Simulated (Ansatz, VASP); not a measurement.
## One calculation of Au, two programs

INCAR

```
SYSTEM = Au
PREC = Accurate
ENCUT = 600
EDIFF = 1E-7
ISMEAR = -1
SIGMA = 0.15
LREAL = .False.
LASPH = .True.
NELM = 80
ALGO = Fast
ISIF = 3
LWAVE = .False.
LCHARG = .False.
GGA = PS
IBRION = 2
NSW = 80
EDIFFG = -0.001
```

KPOINTS

```
Automatic mesh
0
Gamma
  16 16 10
  0 0 0
```

File POSCAR:

```
Au
1.0
    1.4100150304     -2.5170030999      0.0000000000
    1.4100150304      2.5170030999      0.0000000000
    0.0000000000      0.0000000000      4.8006775630
Au
2
Direct
    0.6638639482      0.3361360518      0.2500000000
    0.3361360518      0.6638639482      0.7500000000
```

Input for Ansatz:

```yaml
crystal:
  lattice:
    - [1.4100150304, -2.5170030999, 0.0]
    - [1.4100150304, 2.5170030999, 0.0]
    - [0.0, 0.0, 4.800677563]
  atoms:
    - { symbol: Au, position: [0.6638639482, 0.3361360518, 0.25] }
    - { symbol: Au, position: [0.3361360518, 0.6638639482, 0.75] }
basis:
  ecutwfc: 420
  ecutrho_ratio: 12
kpoints:
  mp_grid: { grid: [16, 16, 10] }
hamiltonian:
  xc: pbesol
scf:
  occupations: { method: fermi_dirac, width: 0.15 }
output:
  forces: true
  eigenvalues: true
  stress: true
relax:
  adjacent_minimum: "off"
  f_tol: 0.001
  max_steps: 60
  cell: { stress_tol: 0.01 }
```

Alike in both runs: task relaxation of cell and atoms; functional PBEsol; k mesh 16 × 16 × 10; occupations fermi-dirac, width 0.15 eV; no spin polarisation.

|  | VASP | Ansatz |
| --- | --- | --- |
| version | VASP 6.6.1 | Ansatz 0.2.0 |
| potentials or method | VASP PAW PBE potentials, release 64 (Au), cutoff 600 eV | scalar-relativistic, plane waves, PAW |
| valence electrons in the cell | 22 | 38 |

```csv
,VASP,Ansatz,Ansatz less VASP
"gap on the k mesh at the Fermi level, each at its own relaxed structure (eV)",none,none,-
relaxed volume (Å³/atom),17.02,17.04,+0.020
relaxed length of the cell vector where the two differ most in proportion (Å),4.795,4.798,+0.0031
```

VASP's potentials were made for PBE, not for PBEsol. A gap of «none» marks a metal or a gap that the smearing closes. VASP's potentials hold 22 valence electrons a cell and Ansatz's 38, so a difference there can come from the potentials and not from the codes.

Neither program's run includes spin-orbit coupling.
